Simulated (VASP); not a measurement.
Write the native input for VASP 6.6.1 that does the following.

| Item | Value |
| --- | --- |
| Task | single point |
| Functional | PBEsol |
| Potentials or basis | VASP PAW PBE potentials, release 64 (Ge_d) |
| Cutoff | 520 eV |
| k mesh | 20 × 20 × 20 |
| Occupations | gaussian, width 0.15 eV |
| Spin | no spin polarisation |
| Dipole correction | no |
| Further INCAR settings | ALGO = Fast; EDIFF = 1e-06; NBANDS = 21 |

The structure of Ge lies in POSCAR:

```
Ge
1.0
   -2.4958980000      2.5969774875      1.3375396375
    2.4958980000     -2.7047485125      1.5363543625
    2.4958980000      2.7047485125     -1.5363543625
Ge
2
Direct
    0.1859430000      0.9359430000      0.2500000000
    0.8140570000      0.0640570000      0.7500000000
```

This cell differs from its parent crystal: strain -0.0750 x Voigt [0, 0, 0, 1, 0, 0].

These files were run (other wordings do the same):

INCAR

```
SYSTEM = Ge
PREC = Accurate ; ENCUT = 520
EDIFF = 1E-6 ; ISMEAR = 0
SIGMA = 0.15 ; LREAL = .False.
LASPH = .True. ; NELM = 80
ALGO = Fast ; ISIF = 2
LWAVE = .False. ; LCHARG = .False.
GGA = PS ; NBANDS = 21
```

KPOINTS

```
Automatic mesh
0
Gamma
  20 20 20
  0 0 0
```

Potentials or basis: VASP PAW PBE potentials, release 64 (Ge_d).

Launch:

```sh
$ cat potpaw_PBE.64/Ge_d/POTCAR > POTCAR
$ mpirun -np 1 vasp_std > vasp.out
```

Results of the run:

* Pressure: -2.2 GPa
* Largest force: 0.057 eV/Å
* Band gap on the k mesh: zero (bands 14 and 15 overlap by 5.79 eV)

Caveat: the cell differs from its parent crystal (strain -0.0750 x Voigt [0, 0, 0, 1, 0, 0]); the PAW data sets were made with another functional, which shifts forces and pressure a little.

Run time: 41 min on 1 thread of Oxide Virtual Turin-like Processor (shared host), peak memory 1.2 GiB.
